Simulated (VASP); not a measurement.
## HfN: single point with PBE

Crystal: HfN.

```
Hf N
1.0
     0.00000    2.27390    2.27390
     2.27390    0.00000    2.27390
     2.27390    2.27390    0.00000
Hf N
1 1
Direct
  0.50000 0.50000 0.50000
  0.00000 0.00000 0.00000
```

| Quantity | Value |
| --- | --- |
| Program | VASP 6.6.1 |
| Task | single point |
| Functional | PBE |
| Potentials or basis | VASP PAW PBE potentials, release 64 (Hf_pv, N) |
| Cutoff | 520 eV |
| k mesh | 16 × 16 × 16 |
| Occupations | gaussian, width 0.1 eV |
| Spin | no spin polarisation |
| Dipole correction | no |
| Further INCAR settings | ALGO = Normal; EDIFF = 1e-06; NBANDS = 14 |

```json
{
 "Pressure": "-2.3 GPa",
 "Band gap on the k mesh": "zero (an odd number of electrons rules out a gap without spin polarisation)"
}
```

Levels at points of the mesh, in eV from the Fermi level:
```tsv
k point	band 5	band 6	band 7	band 8	band 9	band 10	band 11	band 12
(0.00, 0.00, 0.00)	-3.00	-3.00	-3.00	-0.34	-0.34	-0.34	1.61	1.92
(0.50, 0.00, 0.00)	-8.77	-6.08	-6.08	3.19	3.60	3.60	4.32	8.60
(0.50, 0.50, 0.00)	-5.41	-3.72	-3.68	-3.68	3.99	5.36	5.37	5.37
```

It took 41 s on 1 thread of AMD EPYC 7R43 64-Core Processor (Zen 3), on a shared host, peak memory 0.14 GiB.

Caveat: spin-orbit coupling is left out, which moves the levels of the heavy elements.
